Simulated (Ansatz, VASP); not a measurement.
Cd: VASP beside Ansatz

The input INCAR:

```
SYSTEM = Cd
ALGO = Normal
EDIFF = 1E-7
ENCUT = 520
GGA = CA
ISIF = 2
ISMEAR = 0
LASPH = .TRUE.
LCHARG = .FALSE.
LREAL = .FALSE.
LWAVE = .FALSE.
NBANDS = 19
NELM = 60
PREC = Accurate
SIGMA = 0.03
```

File KPOINTS:

```
k-points
0
G
  13 13 6
  0 0 0
```

Contents of POSCAR:

```
Cd
1.0
    2.8818641727      0.0000000000      0.0000000000
   -1.4409320863      2.4957675838      0.0000000000
    0.0000000000      0.0000000000      5.6383707528
Cd
2
Direct
    0.3333333333      0.6666666667      0.2500000000
    0.6666666667      0.3333333333      0.7500000000
```

Input for Ansatz:

```yaml
crystal:
  lattice:
    - [2.8818641727, 0.0, 0.0]
    - [-1.4409320863, 2.4957675838, 0.0]
    - [0.0, 0.0, 5.6383707528]
  atoms:
    - { symbol: Cd, position: [0.3333333333, 0.6666666667, 0.25] }
    - { symbol: Cd, position: [0.6666666667, 0.3333333333, 0.75] }
hamiltonian:
  xc: lda
  pseudopotentials:
    kind: paw
    azcp:
      Cd: "pseudopotentials/Cd.paw.azcp"
basis:
  ecutwfc: 420
  fft_grid_basis: typed
kpoints:
  mp_grid: { grid: [13, 13, 6], shift: [0, 0, 0] }
magnetization:
  spin_polarized: false
scf:
  occupations: { method: gaussian, width: 0.03 }
  lower_state_search: "off"
output:
  stress: true
```

Alike in both runs: task single point; functional LDA; k mesh 13 × 13 × 6; occupations gaussian, width 0.03 eV; no spin polarisation.

|  | VASP | Ansatz |
| --- | --- | --- |
| version | VASP 6.6.1 | Ansatz 0.2.0 |
| potentials or method | VASP PAW LDA potentials, release 64 (Cd), cutoff 520 eV | plane waves (420 eV) with PAW, scalar-relativistic |
| valence electrons in the cell | 24 | 40 |

```csv
,VASP,Ansatz,Ansatz less VASP
pressure (GPa),0.8,0.0,-0.71
"traceless stress, the component that is largest in VASP (GPa)",-2.47,-2.11,+0.359
```

Ansatz warns that its potentials were made for another functional, while VASP's fit it. LDA's correlation is that of Perdew and Zunger in VASP and of Perdew and Wang (1992) in Ansatz. VASP's potentials hold 24 valence electrons a cell and Ansatz's 40, so a difference there can come from the potentials and not from the codes.
